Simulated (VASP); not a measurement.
# LiH (Pm-3m) in VASP: further runs

The runs below take LiH through single point, with PBE, LDA.

Everything below comes from runs of VASP 6.6.1. Logs are shortened: lines on timing, memory, paths and dates and some standing lists are left out, and cuts for length are marked.

## 1. The cell of the first run

The structure is cubic, space group Pm-3m (No. 221). Conventional cell: a = 2.502 Å, b = 2.502 Å, c = 2.502 Å, α = 90.00°, β = 90.00°, γ = 90.00°. Within 2.9 Å of Li (site symmetry m-3m) lie 8 H at 2.17 Å and 6 Li at 2.50 Å. H (site symmetry m-3m) has 8 Li at 2.17 Å and 6 H at 2.50 Å within 2.9 Å.

## 2. Single point, PBE

Contents of INCAR:

```
SYSTEM = LiH
PREC     = Accurate       ! precision mode
ENCUT    = 520            ! plane-wave cutoff, eV
EDIFF    = 1E-6           ! SCF threshold, eV
ISMEAR   = 0              ! smearing method
SIGMA    = 0.01           ! smearing width, eV
LREAL    = .False.        ! projectors in reciprocal space
LASPH    = .True.         ! aspherical terms in the spheres
NELM     = 80             ! most SCF steps
ALGO     = Normal         ! electronic algorithm
ISIF     = 2              ! what is computed and relaxed
LWAVE    = .False.        ! write WAVECAR
LCHARG   = .True.         ! write CHGCAR
GGA      = PE             ! functional
LELF     = .True.         ! ELF
LVHAR    = .True.       
NBANDS   = 9              ! bands
```

Contents of KPOINTS:

```
Automatic mesh
0
Gamma
  6 6 6
  0 0 0
```

Contents of POSCAR:

```
LiH
1.0
    2.5016587116      0.0000000000      0.0000000000
    0.0000000000      2.5016587116      0.0000000000
    0.0000000000      0.0000000000      2.5016587116
Li H
1 1
Direct
    0.0000000000      0.0000000000      0.0000000000
    0.5000000000      0.5000000000      0.5000000000
```

Potentials or basis: VASP PAW PBE potentials, release 64 (Li_sv, H).

Launch:

```bash
cat potpaw_PBE.64/Li_sv/POTCAR potpaw_PBE.64/H/POTCAR > POTCAR
mpirun -np 1 vasp_std > vasp.out
```

OUTCAR:

```text
SYSTEM = LiH
   PREC = Accurate
   ENCUT = 520
   EDIFF = 1E-6
   ISMEAR = 0
   LREAL = .False.
   LASPH = .True.
   NELM = 80
   ISIF = 2
   GGA = PE

 ion  position               nearest neighbor table
   1  0.000  0.000  0.000-
   2  0.500  0.500  0.500-

  LATTYP: Found a simple cubic cell.
 ALAT       =     2.5016587116

  Lattice vectors:

 A1 = (   2.5016587116,   0.0000000000,   0.0000000000)
 A2 = (   0.0000000000,   2.5016587116,   0.0000000000)
 A3 = (   0.0000000000,   0.0000000000,   2.5016587116)

Analysis of symmetry for initial positions (statically):
=====================================================================
 Subroutine PRICEL returns:
 Original cell was already a primitive cell.

 Routine SETGRP: Setting up the symmetry group for a
 simple cubic supercell.

 Subroutine GETGRP returns: Found 48 space group operations
 (whereof 48 operations were pure point group operations)
 out of a pool of 48 trial point group operations.

The static configuration has the point symmetry O_h .

Analysis of symmetry for dynamics (positions and initial velocities):
=====================================================================
 Subroutine PRICEL returns:
 Original cell was already a primitive cell.

 Routine SETGRP: Setting up the symmetry group for a
 simple cubic supercell.

 Subroutine GETGRP returns: Found 48 space group operations
 (whereof 48 operations were pure point group operations)
 out of a pool of 48 trial point group operations.

The dynamic configuration has the point symmetry O_h .

 Subroutine INISYM returns: Found 48 space group operations
 (whereof 48 operations are pure point group operations),
 and found     1 'primitive' translations

----------------------------------------------------------------------------------------

                                     Primitive cell

  volume of cell :      15.6561

  direct lattice vectors                    reciprocal lattice vectors
     2.501658712  0.000000000  0.000000000     0.399734782  0.000000000  0.000000000
     0.000000000  2.501658712  0.000000000     0.000000000  0.399734782  0.000000000
     0.000000000  0.000000000  2.501658712     0.000000000  0.000000000  0.399734782

  length of vectors
     2.501658712  2.501658712  2.501658712     0.399734782  0.399734782  0.399734782

  position of ions in fractional coordinates (direct lattice)
[... 8 lines left out ...]
----------------------------------------------------------------------------------------

 KPOINTS: Automatic mesh

Automatic generation of k-mesh.
 Grid dimensions read from file:
 generate k-points for:    6    6    6

 Generating k-lattice:

  Cartesian coordinates                     Fractional coordinates (reciprocal lattice)
     0.066622464  0.000000000  0.000000000     0.166666667  0.000000000  0.000000000
     0.000000000  0.066622464  0.000000000     0.000000000  0.166666667  0.000000000
     0.000000000  0.000000000  0.066622464     0.000000000  0.000000000  0.166666667

  Length of vectors
     0.066622464  0.066622464  0.066622464

  Shift w.r.t. Gamma in fractional coordinates (k-lattice)
     0.000000000  0.000000000  0.000000000

 Subroutine IBZKPT returns following result:
 ===========================================

 Found     20 irreducible k-points:

 Following reciprocal coordinates:
            Coordinates               Weight
  0.000000  0.000000  0.000000      1.000000
  0.166667  0.000000  0.000000      6.000000
  0.333333  0.000000  0.000000      6.000000
  0.500000  0.000000  0.000000      3.000000
  0.166667  0.166667  0.000000     12.000000
  0.333333  0.166667  0.000000     24.000000
[... 12 lines left out ...]
  0.500000  0.500000  0.333333      6.000000
  0.500000  0.500000  0.500000      1.000000
   k-points           NKPTS =     20   k-points in BZ     NKDIM =     20   number of bands    NBANDS=      9
   number of dos      NEDOS =    301   number of ions     NIONS =      2
   total plane-waves  NPLWV =   8000
   dimension x,y,z NGX =    20 NGY =   20 NGZ =   20
   dimension x,y,z NGXF=    40 NGYF=   40 NGZF=   40
   ions per type =               1   1
   NGX,Y,Z   is equivalent  to a cutoff of  13.29, 13.29, 13.29 a.u.
   NGXF,Y,Z  is equivalent  to a cutoff of  26.58, 26.58, 26.58 a.u.
 SYSTEM =  LiH
   PREC   = accura    normal or accurate (medium, high low for compatibility)
   ISTART =      0    job   : 0-new  1-cont  2-samecut
   ICHARG =      2    charge: 1-file 2-atom 10-const
   ISPIN  =      1    spin polarized calculation?
   LNONCOLLINEAR =      F non collinear calculations
   LSORBIT =      F    spin-orbit coupling
   LASPH  =      T    aspherical Exc in radial PAW
   ENCUT  =  520.0 eV  38.22 Ry    6.18 a.u.   4.65  4.65  4.65*2*pi/ulx,y,z
   NELM   =     80;   NELMIN=  2; NELMDL= -5     # of ELM steps
   EDIFF  = 0.1E-05   stopping-criterion for ELM
   LREAL  =      F    real-space projection
[... 7 lines left out ...]
   TEBEG  =    0.0;   TEEND  =   0.0 temperature during run
   PSTRESS=    0.0 pullay stress
   NELECT =       4.0000    total number of electrons
   NUPDOWN=      -1.0000    fix difference up-down
   EMIN   =  10.00;   EMAX   =-10.00  energy-range for DOS
   EFERMI =   0.00;   METHOD = LEGACY
   ISMEAR =     0;   SIGMA  =   0.01  broadening in eV -4-tet -1-fermi 0-gaus
   EFERMI_NEDOS =   21; number of points for ismear=-14 and -15
   IALGO  =     38    algorithm
   IMIX   =      4    mixing-type and parameters
     AMIX     =   0.40;   BMIX     =  1.00
     AMIX_MAG =   1.60;   BMIX_MAG =  1.00
  volume/ion in A,a.u.               =       7.83        52.83
  Fermi-wavevector in a.u.,A,eV,Ry     =   1.038804  1.963054 14.682222  1.079113
  Thomas-Fermi vector in A             =   2.173305
   LORBIT       =      0    0 simple, 1 ext, 2 COOP (PROOUT), +10 PAW based schemes
   GGA     = PE    functional components
   LHFCALC =     F    Hartree Fock is set to
   AEXX    =    0.0000 exact exchange contribution
   IVDW    =     0    specifies the selected vdW correction
   LEPSILON=     F    determine dielectric tensor
   LRPA    =     F    only Hartree local field effects (RPA)
 non-spin polarized calculation
 Gauss-broadening in eV      SIGMA  =   0.01
  energy-cutoff  :      520.00
  volume of cell :       15.66
 maximum number of plane-waves:       437
 NGX is ok and might be reduce to    20
   NGX =  9   NGY =  9   NGZ =  9

 number of electron       4.0000011 magnetization

 Free energy of the ion-electron system (eV)
  ---------------------------------------------------
  ext. energy  EPLUGINS =         0.00000000
  ---------------------------------------------------
  free energy    TOTEN  =        -5.65037125 eV

  energy without entropy =       -5.65037125  energy(sigma->0) =       -5.65037125

 E-fermi :   3.8354     XC(G=0):  -8.6552

 val. band max:        3.5671039065   @ k =   0.5000   0.5000   0.5000
 cond. band min:       4.2860120285   @ k =   0.5000   0.0000   0.0000
 fundamental gap:      0.7189081219
 Fermi energy:         3.8354218965

 k-point     1 :       0.0000    0.0000    0.0000
  band No.  band energies     occupation
      1     -44.5839      2.00000
      2      -5.2755      2.00000
      3      15.5171      0.00000
      4      15.5171      0.00000
      5      15.5171      0.00000
      6      16.1296      0.00000
      7      18.6666      0.00000
      8      18.6666      0.00000
      9      35.2569      0.00000

 k-point     2 :       0.1667    0.0000    0.0000
  band No.  band energies     occupation
      1     -44.5705      2.00000
      2      -4.8618      2.00000
      3      10.6019      0.00000
      4      16.0380      0.00000
      5      16.1404      0.00000
      6      16.1404      0.00000
      7      19.3296      0.00000
      8      24.6020      0.00000
      9      31.7006      0.00000

 k-point     3 :       0.3333    0.0000    0.0000
  band No.  band energies     occupation
      1     -44.5437      2.00000
      2      -3.7980      2.00000
      3       6.1777      0.00000
      4      15.3367      0.00000
      5      17.9361      0.00000
      6      17.9361      0.00000
      7      21.3081      0.00000
      8      26.4751      0.00000
      9      26.4751      0.00000

 k-point     4 :       0.5000    0.0000    0.0000
  band No.  band energies     occupation
      1     -44.5302      2.00000
      2      -3.0331      2.00000
      3       4.2860      0.00000
      4      14.9916      0.00000
      5      19.8052      0.00000
      6      19.8052      0.00000
      7      23.3814      0.00000
      8      23.3814      0.00000
      9      24.0489      0.00000

 k-point     5 :       0.1667    0.1667    0.0000
  band No.  band energies     occupation
      1     -44.5574      2.00000
      2      -4.4227      2.00000
      3      10.3171      0.00000
      4      11.7247      0.00000
      5      16.6358      0.00000
      6      16.7597      0.00000
      7      23.4826      0.00000
      8      26.3940      0.00000
      9      28.4842      0.00000

 k-point     6 :       0.3333    0.1667    0.0000
  band No.  band energies     occupation
      1     -44.5314      2.00000
      2      -3.2795      2.00000
      3       6.3983      0.00000
      4      12.0289      0.00000
      5      16.4742      0.00000
      6      18.5379      0.00000
      7      23.3437      0.00000
      8      26.7984      0.00000
      9      27.0067      0.00000
[... 121 lines left out ...]
 k-point    17 :       0.3333    0.3333    0.3333
  band No.  band energies     occupation
      1     -44.4722      2.00000
      2       0.1278      2.00000
      3       8.5369      0.00000
      4       8.9671      0.00000
      5       8.9671      0.00000
      6      17.2625      0.00000
      7      17.2625      0.00000
      8      21.4772      0.00000
      9      25.2174      0.00000

 k-point    18 :       0.5000    0.3333    0.3333
  band No.  band energies     occupation
      1     -44.4607      2.00000
      2       1.3596      2.00000
      3       6.6723      0.00000
      4       8.7488      0.00000
      5      11.2644      0.00000
      6      13.6550      0.00000
      7      17.8887      0.00000
      8      19.5593      0.00000
      9      24.5315      0.00000

 k-point    19 :       0.5000    0.5000    0.3333
  band No.  band energies     occupation
      1     -44.4495      2.00000
      2       2.6593      2.00000
      3       7.6569      0.00000
      4       7.6569      0.00000
      5      10.5323      0.00000
      6      14.4914      0.00000
      7      15.9520      0.00000
      8      15.9520      0.00000
      9      24.6569      0.00000

 k-point    20 :       0.5000    0.5000    0.5000
  band No.  band energies     occupation
      1     -44.4386      2.00000
      2       3.5671      2.00000
      3       9.9693      0.00000
      4       9.9693      0.00000
      5       9.9693      0.00000
      6      12.3256      0.00000
      7      12.3256      0.00000
      8      12.3256      0.00000
      9      25.0295      0.00000

------------------------ aborting loop because EDIFF is reached ----------------------------------------

  FORCE on cell =-STRESS in cart. coord.  units (eV):
  Direction    XX          YY          ZZ          XY          YZ          ZX
  --------------------------------------------------------------------------------------
  -------------------------------------------------------------------------------------
  Total        0.0223280      0.0223280      0.0223280      0.0000000     -0.0000000      0.0000000
  in kB        2.2849434      2.2849434      2.2849434      0.0000000     -0.0000000      0.0000000
  external PRESSURE =       2.2849434 kB  Pullay stress =       0.0000000 kB

 VOLUME and BASIS-vectors are now :
 -----------------------------------------------------------------------------
  energy-cutoff  :      520.00
  volume of cell :       15.66
      direct lattice vectors                 reciprocal lattice vectors
     2.501658712  0.000000000  0.000000000     0.399734782  0.000000000  0.000000000
     0.000000000  2.501658712  0.000000000     0.000000000  0.399734782  0.000000000
     0.000000000  0.000000000  2.501658712     0.000000000  0.000000000  0.399734782

 POSITION                                       TOTAL-FORCE (eV/Angst)
 -----------------------------------------------------------------------------------
      0.00000      0.00000      0.00000         0.000000      0.000000      0.000000
      1.25083      1.25083      1.25083         0.000000      0.000000      0.000000
 -----------------------------------------------------------------------------------
    total drift:                               -0.000000      0.000000     -0.000000

  FREE ENERGIE OF THE ION-ELECTRON SYSTEM (eV)
  ---------------------------------------------------
  free  energy   TOTEN  =        -5.6503712536 eV

  energy  without entropy=       -5.6503712536  energy(sigma->0) =       -5.65037125
```

Run time: 6.4 s. Hardware: 1 thread of AMD EPYC 7R13, shared host; peak memory 0.09 GiB.

What came out:

```yaml
Free_energy: -5.6504 eV
Band_gap_on_the_k_mesh: 0.72 eV, indirect (least direct gap 4.20 eV)
```

Levels at points of the mesh, in eV from the valence-band top:
```csv
k point,band 1,band 2,band 3,band 4,band 5
"(0.00, 0.00, 0.00)",-48.15,-8.84,11.95,11.95,11.95
"(0.50, 0.00, 0.00)",-48.10,-6.60,0.72,11.42,16.24
"(0.50, 0.50, 0.00)",-48.05,-2.68,1.53,1.53,9.10
"(0.50, 0.50, 0.50)",-48.01,0.00,6.40,6.40,6.40
```

Caveat: the cutoff is under 1.25 times the usual one of these potentials, so pressure, stress and relaxed cells hold a basis-set (Pulay) error.

(Continued in part 2 of 2.)
